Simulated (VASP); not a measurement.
# Au (Fm-3m) in VASP: a series of runs, part 2 of 2

VASP 6.6.1. Earlier steps stand in the parts before.

### 4 Single point, r2SCANh

This run uses another cell than the first one, of 16.52 Å³/atom.

The input, POSCAR:

```
Au
1.0
    0.0000000000      2.0213418704      2.0213418704
    2.0213418704      0.0000000000      2.0213418704
    2.0213418704      2.0213418704      0.0000000000
Au
1
Direct
    0.0000000000      0.0000000000      0.0000000000
```

The input, INCAR.step1:

```
SYSTEM = Au
ALGO     = Normal         ! electronic algorithm
EDIFF    = 1E-5           ! SCF threshold, eV
ENCUT    = 440            ! plane-wave cutoff, eV
GGA      = PE             ! functional
GGA_COMPAT= .False.      
ISIF     = 2              ! what is computed and relaxed
ISMEAR   = -1             ! smearing method
LASPH    = .True.         ! aspherical terms in the spheres
LREAL    = .False.        ! projectors in reciprocal space
LWAVE    = .True.         ! write WAVECAR
NBANDS   = 12             ! bands
NELM     = 120            ! most SCF steps
PREC     = Accurate       ! precision mode
SIGMA    = 0.05           ! smearing width, eV
```

The input, INCAR.step2:

```
SYSTEM = Au
AEXX     = 0.1            ! exact-exchange fraction
ALGO     = Normal         ! electronic algorithm
EDIFF    = 1E-6           ! SCF threshold, eV
ENCUT    = 440            ! plane-wave cutoff, eV
GGA_COMPAT= .False.      
ISIF     = 2              ! what is computed and relaxed
ISMEAR   = -1             ! smearing method
ISTART   = 1            
LASPH    = .True.         ! aspherical terms in the spheres
LCHARG   = .True.         ! write CHGCAR
LELF     = .True.         ! ELF
LHFCALC  = .True.         ! exact exchange
LMIXTAU  = .True.       
LREAL    = .False.        ! projectors in reciprocal space
LVHAR    = .True.       
LWAVE    = .False.        ! write WAVECAR
METAGGA  = R2SCAN         ! meta-GGA
NBANDS   = 12             ! bands
NELM     = 120            ! most SCF steps
PREC     = Accurate       ! precision mode
PRECFOCK = Normal       
SIGMA    = 0.05           ! smearing width, eV
```

The input, KPOINTS:

```
k-points
0
Gamma
  6 6 6
  0 0 0
```

Potentials or basis: VASP PAW PBE potentials, release 64 (Au).

The run is started by

```bash
$ cat potpaw_PBE.64/Au/POTCAR > POTCAR
$ cp INCAR.step1 INCAR
$ mpirun -np 1 vasp_std > vasp.out
$ cp INCAR.step2 INCAR
$ mpirun -np 1 vasp_std > vasp.out
```

OUTCAR:

```text
SYSTEM = Au
   AEXX = 0.1
   EDIFF = 1E-6
   ENCUT = 440
   ISIF = 2
   ISMEAR = -1
   ISTART = 1
   LASPH = .True.
   LHFCALC = .True.
   LREAL = .False.
   METAGGA = R2SCAN
   NELM = 120
   PREC = Accurate
   PRECFOCK = Normal

 ion  position               nearest neighbor table
   1  0.000  0.000  0.000-

  LATTYP: Found a face centered cubic cell.
 ALAT       =     4.0426837408

  Lattice vectors:
[... 416 lines left out ...]
      8      18.9506      0.00000
      9      20.4120      0.00000
     10      32.6086      0.00000
     11      33.3561      0.00000
     12      36.6473      0.00000

------------------------ aborting loop because EDIFF is reached ----------------------------------------

  FORCE on cell =-STRESS in cart. coord.  units (eV):
  Direction    XX          YY          ZZ          XY          YZ          ZX
  --------------------------------------------------------------------------------------
  -------------------------------------------------------------------------------------
  Total        1.2607236      1.2607236      1.2607236      0.0000000      0.0000000     -0.0000000
  in kB      122.2872446    122.2872446    122.2872446      0.0000000      0.0000000     -0.0000000
  external PRESSURE =     122.2872446 kB  Pullay stress =       0.0000000 kB

 VOLUME and BASIS-vectors are now :
 -----------------------------------------------------------------------------
  energy-cutoff  :      440.00
  volume of cell :       16.52
      direct lattice vectors                 reciprocal lattice vectors
     0.000000000  2.021341870  2.021341870    -0.247360433  0.247360433  0.247360433
     2.021341870  0.000000000  2.021341870     0.247360433 -0.247360433  0.247360433
     2.021341870  2.021341870  0.000000000     0.247360433  0.247360433 -0.247360433

 POSITION                                       TOTAL-FORCE (eV/Angst)
 -----------------------------------------------------------------------------------
      0.00000      0.00000      0.00000         0.000000      0.000000     -0.000000
 -----------------------------------------------------------------------------------
    total drift:                                0.000000     -0.000000     -0.000000

  FREE ENERGIE OF THE ION-ELECTRON SYSTEM (eV)
  ---------------------------------------------------
  free  energy   TOTEN  =       -46.0473624016 eV

  energy  without entropy=      -46.0399774590  energy(sigma->0) =      -46.04366993
```

OUTCAR.step1:

```text
SYSTEM = Au
   EDIFF = 1E-5
   ENCUT = 440
   GGA = PE
   ISIF = 2
   ISMEAR = -1
   LASPH = .True.
[... 445 lines left out ...]
 -----------------------------------------------------------------------------------
      0.00000      0.00000      0.00000        -0.000000      0.000000      0.000000
 -----------------------------------------------------------------------------------
    total drift:                                0.000000      0.000000      0.000000

  FREE ENERGIE OF THE ION-ELECTRON SYSTEM (eV)
  ---------------------------------------------------
  free  energy   TOTEN  =        -3.0867116643 eV

  energy  without entropy=       -3.0790173659  energy(sigma->0) =       -3.08286452
```

Run time: 5.4 min. Hardware: 1 thread of Intel Xeon Platinum 8259CL at 2.50GHz (Skylake/Cascade Lake), shared host; peak memory 0.14 GiB.

Results:

| Quantity | Value |
| --- | --- |
| Free energy | -46.0474 eV |
| Pressure | 12.2 GPa |
| Band gap on the k mesh | zero (an odd number of electrons rules out a gap without spin polarisation) |

Caveat: the k points lie up to 0.45 Å⁻¹ apart, too coarse for converged energies and pressures of a metal; the PAW data sets were made with another functional, which shifts forces and pressure a little; spin-orbit coupling is left out, which moves the levels of the heavy elements.

### 5 Single point, r2SCANh

This run uses another cell than the first one, of 17.19 Å³/atom.

The input, POSCAR:

```
Au
1.0
    0.0000000000      2.0484772140      2.0484772140
    2.0484772140      0.0000000000      2.0484772140
    2.0484772140      2.0484772140      0.0000000000
Au
1
Direct
    0.0000000000      0.0000000000      0.0000000000
```

The input, INCAR.step1:

```
SYSTEM = Au
PREC     = Accurate       ! precision mode
ENCUT    = 440            ! plane-wave cutoff, eV
EDIFF    = 1E-5           ! SCF threshold, eV
ISMEAR   = -1             ! smearing method
SIGMA    = 0.05           ! smearing width, eV
LREAL    = .FALSE.        ! projectors in reciprocal space
LASPH    = .TRUE.         ! aspherical terms in the spheres
NELM     = 120            ! most SCF steps
ALGO     = Normal         ! electronic algorithm
ISIF     = 2              ! what is computed and relaxed
LWAVE    = .TRUE.         ! write WAVECAR
LCHARG   = .FALSE.        ! write CHGCAR
NBANDS   = 12             ! bands
GGA      = PE             ! functional
GGA_COMPAT= .FALSE.
```

The input, INCAR.step2:

```
SYSTEM = Au
PREC     = Accurate       ! precision mode
ENCUT    = 440            ! plane-wave cutoff, eV
EDIFF    = 1E-6           ! SCF threshold, eV
ISMEAR   = -1             ! smearing method
SIGMA    = 0.05           ! smearing width, eV
LREAL    = .FALSE.        ! projectors in reciprocal space
LASPH    = .TRUE.         ! aspherical terms in the spheres
NELM     = 120            ! most SCF steps
ALGO     = Normal         ! electronic algorithm
ISIF     = 2              ! what is computed and relaxed
LWAVE    = .FALSE.        ! write WAVECAR
LCHARG   = .FALSE.        ! write CHGCAR
METAGGA  = R2SCAN         ! meta-GGA
LHFCALC  = .TRUE.         ! exact exchange
AEXX     = 0.1            ! exact-exchange fraction
LMIXTAU  = .TRUE.       
PRECFOCK = Normal       
NBANDS   = 12             ! bands
ISTART   = 1            
GGA_COMPAT= .FALSE.
```

The input, KPOINTS:

```
Automatic mesh
0
G
  6 6 6
  0 0 0
```

The run is started by

```bash
$ cat potpaw_PBE.64/Au/POTCAR > POTCAR
$ cp INCAR.step1 INCAR
$ mpirun -np 1 vasp_std > vasp.out
$ cp INCAR.step2 INCAR
$ mpirun -np 1 vasp_std > vasp.out
```

It took 5.1 min on 1 thread of Intel Xeon Platinum 8259CL at 2.50GHz (Skylake/Cascade Lake), shared host; peak memory 0.14 GiB.

It converged, with:

```
Free energy            : -46.0813 eV
Pressure               : 4.2 GPa
Band gap on the k mesh : zero (an odd number of electrons rules out a gap without spin polarisation)
```

Levels at points of the mesh, in eV from the Fermi level:
| k point | band 4 | band 5 | band 6 | band 7 | band 8 | band 9 |
| --- | --- | --- | --- | --- | --- | --- |
| (0.00, 0.00, 0.00) | -5.27 | -3.74 | -3.74 | 16.00 | 20.11 | 20.11 |
| (0.50, 0.00, 0.00) | -2.44 | -2.44 | -0.72 | 3.69 | 15.45 | 18.64 |
| (0.50, 0.50, 0.00) | -2.07 | -2.07 | 1.64 | 6.65 | 11.18 | 11.18 |

Caveat: the k points lie up to 0.44 Å⁻¹ apart, too coarse for converged energies and pressures of a metal; the PAW data sets were made with another functional, which shifts forces and pressure a little; spin-orbit coupling is left out, which moves the levels of the heavy elements.

### 6 Overview

| cell | gap on the mesh (eV) | pressure (GPa) |
| --- | --- | --- |
| a = 2.819 Å, angles 60.0°, 1 atom | none | 22.6 |
| a = 2.839 Å, angles 60.0°, 1 atom | none | 17.1 |
| a = 2.859 Å, angles 60.0°, 1 atom | none | 12.2 |
| a = 2.897 Å, angles 60.0°, 1 atom | none | 4.2 |

Alike in all rows: task single point; level r2SCANh; potentials or basis VASP PAW PBE potentials, release 64 (Au); no spin polarisation; k mesh 6 × 6 × 6; cutoff (eV) 440; smearing fermi-dirac 0.05 eV.

Caveats: all runs use coarse meshes; the PAW data sets were made with another functional, which shifts forces and pressure a little; spin-orbit coupling is left out, which moves the levels of the heavy elements.

Absolute energies hang on the potentials; compare differences alone.
